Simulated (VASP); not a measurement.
Set up this calculation in VASP 6.6.1, as the native input.

```yaml
Task: relaxation of cell and atoms
Functional: PBE
Potentials_or_basis: VASP PAW PBE potentials, release 64 (K_sv, Ta_pv, O)
Cutoff: 600 eV
k_mesh: 10 × 10 × 10
Occupations: gaussian, width 0.02 eV
Spin: no spin polarisation
Dipole_correction: no
Further_INCAR_settings: ALGO = Normal; EDIFF = 1e-07; IBRION = 2; EDIFFG = -0.01; NSW = 100; ISIF = 3
```

The structure of KTaO3 lies in POSCAR:

```
KTaO3
1.0
   -1.8960829049      1.8960829049      6.1983771712
    1.8960829049     -1.8960829049      6.1983771712
    1.8960829049      1.8960829049     -6.1983771712
K Ta O
1 1 3
Direct
    0.6080302146      0.6080302146      0.0000000000
    0.8919106916      0.8919106916      0.0000000000
    0.3502265738      0.8502265738      0.5000000000
    0.8502265738      0.3502265738      0.5000000000
    0.0392753862      0.0392753862      0.0000000000
```

These files were run (other wordings do the same):

INCAR

```
ALGO     = Normal         # electronic algorithm
EDIFF    = 1E-7           # SCF threshold, eV
EDIFFG   = -0.01          # ionic threshold
ENCUT    = 600            # plane-wave cutoff, eV
GGA      = PE             # functional
IBRION   = 2              # ionic algorithm
ISIF     = 3              # what is computed and relaxed
ISMEAR   = 0              # smearing method
LASPH    = True           # aspherical terms in the spheres
LCHARG   = False          # write CHGCAR
LREAL    = False          # projectors in reciprocal space
LWAVE    = False          # write WAVECAR
NELM     = 80             # most SCF steps
NSW      = 100            # ionic steps
PREC     = Accurate       # precision mode
SIGMA    = 0.02           # smearing width, eV
```

KPOINTS

```
k-points
0
Gamma
  10 10 10
```

Potentials or basis: VASP PAW PBE potentials, release 64 (K_sv, Ta_pv, O).

The run is started by

```sh
$ cat potpaw_PBE.64/K_sv/POTCAR potpaw_PBE.64/Ta_pv/POTCAR potpaw_PBE.64/O/POTCAR > POTCAR
$ mpirun -np 1 vasp_std > vasp.out
```

It gave:

The relaxed volume is 17.88 Å³/atom and the relaxed cell is a = 6.760 Å, b = 6.760 Å, c = 6.760 Å, α = 147.39°, β = 147.39°, γ = 46.79°. The space group after relaxing (to 0.05 Å) is I4mm (No. 107). The energy gained by relaxing is 0.2 meV/atom, the ionic steps are 5 and the pressure after relaxing is 0.0 GPa. The band gap on the k mesh is 2.19 eV, indirect (least direct gap 3.25 eV).

Caveat: spin-orbit coupling is left out, which moves the levels of the heavy elements.

It took 41 min on 1 thread of AMD EPYC 7R43 64-Core Processor (Zen 3), on a shared host, peak memory 0.58 GiB.
